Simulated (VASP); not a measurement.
# CdSe (R3m) in VASP: settings compared, part 2 of 2

VASP 6.6.1.

## 4. Single point, HSE06 (epitaxial 111 strain +4.0%)

Input file POSCAR:

```
CdSe
1.0
   -0.1549330310      3.0367862850      3.0367862850
    3.0367862850     -0.1549330310      3.0367862850
    3.0367862850      3.0367862850     -0.1549330310
Cd Se
1 1
Direct
   -0.0050426890     -0.0050426890     -0.0050426890
    0.2550426890      0.2550426890      0.2550426890
```

Input file INCAR.step1:

```
ALGO = Normal ; EDIFF = 1E-5
ENCUT = 520 ; GGA = PE
ISIF = 2 ; ISMEAR = 0
LASPH = True ; LCHARG = False
LREAL = False ; LWAVE = True
NBANDS = 16 ; NELM = 100
PREC = Accurate ; SIGMA = 0.01
```

Input file INCAR.step2:

```
ALGO = Normal ; EDIFF = 1E-6
ENCUT = 520 ; GGA = PE
HFSCREEN = 0.2079 ; ISIF = 2
ISMEAR = 0 ; ISTART = 1
LASPH = True ; LCHARG = False
LHFCALC = True ; LREAL = False
LWAVE = False ; NBANDS = 16
NELM = 100 ; PREC = Accurate
PRECFOCK = Normal ; SIGMA = 0.01
```

Input file KPOINTS:

```
k-points
0
Gamma
  6 6 6
```

Potentials or basis: VASP PAW PBE potentials, release 64 (Cd, Se).

On the command line:

```console
cat potpaw_PBE.64/Cd/POTCAR potpaw_PBE.64/Se/POTCAR > POTCAR
cp INCAR.step1 INCAR
mpirun -np 1 vasp_std > vasp.out
cp INCAR.step2 INCAR
mpirun -np 1 vasp_std > vasp.out
```

OUTCAR:

```text
EDIFF = 1E-6
   ENCUT = 520
   GGA = PE
   HFSCREEN = 0.2079
   ISIF = 2
   ISMEAR = 0
   ISTART = 1
   LASPH = True
   LHFCALC = True
   LREAL = False
   NELM = 100
   PREC = Accurate
   PRECFOCK = Normal

 ion  position               nearest neighbor table
   1  0.995  0.995  0.995-   2 2.67   2 2.71   2 2.71   2 2.71
   2  0.255  0.255  0.255-   1 2.67   1 2.71   1 2.71   1 2.71

  LATTYP: Found a trigonal (rhomboedric) cell.
 ALAT       =     4.2974581005
 COS(alpha) =     0.4483976831

  Lattice vectors:

 A1 = (  -0.1549330310,   3.0367862850,   3.0367862850)
 A2 = (   3.0367862850,  -0.1549330310,   3.0367862850)
 A3 = (   3.0367862850,   3.0367862850,  -0.1549330310)

Analysis of symmetry for initial positions (statically):
=====================================================================
 Subroutine PRICEL returns:
 Original cell was already a primitive cell.

 Routine SETGRP: Setting up the symmetry group for a
 trigonal (rhombohedral) supercell.

[... 164 lines left out ...]
 number of electron      18.0000004 magnetization

 Free energy of the ion-electron system (eV)
  ---------------------------------------------------
  ext. energy  EPLUGINS =         0.00000000
  ---------------------------------------------------
  free energy    TOTEN  =        -6.80319963 eV

  energy without entropy =       -6.80319963  energy(sigma->0) =       -6.80319963

 E-fermi :   0.0319     XC(G=0):  -7.1516

 val. band max:       -0.0245706281   @ k =   0.0000   0.0000   0.0000
 cond. band min:       1.1704175662   @ k =   0.0000   0.0000   0.0000
 fundamental gap:      1.1949881943
 Fermi energy:         0.0319455336

 k-point     1 :       0.0000    0.0000    0.0000
  band No.  band energies     occupation
      1     -13.4685      2.00000
      2      -9.1253      2.00000
      3      -9.1253      2.00000
      4      -9.1153      2.00000
      5      -8.8237      2.00000
      6      -8.8237      2.00000
[... 433 lines left out ...]
      3      -8.9508      2.00000
      4      -8.8740      2.00000
      5      -8.7999      2.00000
      6      -8.4022      2.00000
[... 8 lines left out ...]
     15      13.2551      0.00000
     16      13.5865      0.00000

 [... further k-points ...]
[... 5 lines left out ...]
  --------------------------------------------------------------------------------------
  -------------------------------------------------------------------------------------
  Total       -0.6655410     -0.6655410     -0.6655410      0.4174549      0.4174549      0.4174549
  in kB      -17.6853691    -17.6853691    -17.6853691     11.0929974     11.0929974     11.0929974
  external PRESSURE =     -17.6853691 kB  Pullay stress =       0.0000000 kB

 VOLUME and BASIS-vectors are now :
 -----------------------------------------------------------------------------
  energy-cutoff  :      520.00
  volume of cell :       60.29
      direct lattice vectors                 reciprocal lattice vectors
    -0.154933031  3.036786285  3.036786285    -0.152554590  0.160756168  0.160756168
     3.036786285 -0.154933031  3.036786285     0.160756168 -0.152554590  0.160756168
     3.036786285  3.036786285 -0.154933031     0.160756168  0.160756168 -0.152554590

 POSITION                                       TOTAL-FORCE (eV/Angst)
 -----------------------------------------------------------------------------------
      5.88879      5.88879      5.88879         0.006480      0.006480      0.006480
      1.50951      1.50951      1.50951        -0.006480     -0.006480     -0.006480
 -----------------------------------------------------------------------------------
    total drift:                               -0.000239     -0.000243     -0.000247

  FREE ENERGIE OF THE ION-ELECTRON SYSTEM (eV)
  ---------------------------------------------------
  free  energy   TOTEN  =        -6.8031996287 eV

  energy  without entropy=       -6.8031996287  energy(sigma->0) =       -6.80319963
```

OUTCAR.step1:

```text
EDIFF = 1E-5
   ENCUT = 520
   GGA = PE
   ISIF = 2
   ISMEAR = 0
[... 678 lines left out ...]
 -----------------------------------------------------------------------------------
      5.88879      5.88879      5.88879        -0.007533     -0.007533     -0.007533
      1.50951      1.50951      1.50951         0.007533      0.007533      0.007533
 -----------------------------------------------------------------------------------
    total drift:                               -0.000342     -0.000342     -0.000342

  FREE ENERGIE OF THE ION-ELECTRON SYSTEM (eV)
  ---------------------------------------------------
  free  energy   TOTEN  =        -5.4659301961 eV

  energy  without entropy=       -5.4659301961  energy(sigma->0) =       -5.46593020
```

It took 33 min on 1 thread of Intel Xeon 6975P-C (Granite Rapids), shared host; peak memory 0.33 GiB.

What came out:

- Free energy: -6.8032 eV
- Pressure: -1.8 GPa
- Largest force: 0.011 eV/Å
- Band gap on the k mesh: 1.20 eV, direct

Forces in eV/Å, atoms in the order of the input:
```
Cd   0.006  0.006  0.006
Se  -0.006 -0.006 -0.006
```

Caveat: the cell differs from its parent crystal (epitaxial 111 strain +4.0%); the PAW data sets were made with another functional, which shifts forces and pressure a little.

## 5. Summary

| level | k mesh | smearing | grid for exact exchange (PRECFOCK) | screening parameter | gap on the mesh (eV) | pressure (GPa) | largest force (eV/Å) |
| --- | --- | --- | --- | --- | --- | --- | --- |
| PBE | 8 × 8 × 8 | fermi-dirac 0.02 eV | - | - | 0.39 | -0.5 | 0.01 |
| r2SCAN | 8 × 8 × 8 | gaussian 0.01 eV | - | - | 0.76 | -2.0 | 0.01 |
| HSE06 | 6 × 6 × 6 | gaussian 0.01 eV | Normal | 0.2079 1/Å | 1.20 | -1.8 | 0.01 |

Alike in all rows: task single point; potentials or basis VASP PAW PBE potentials, release 64 (Cd, Se); no spin polarisation; cell as given; cutoff (eV) 520.

Caveats: the PAW data sets were made with another functional, which shifts forces and pressure a little (some runs).

Absolute energies hang on the potentials; compare differences alone.
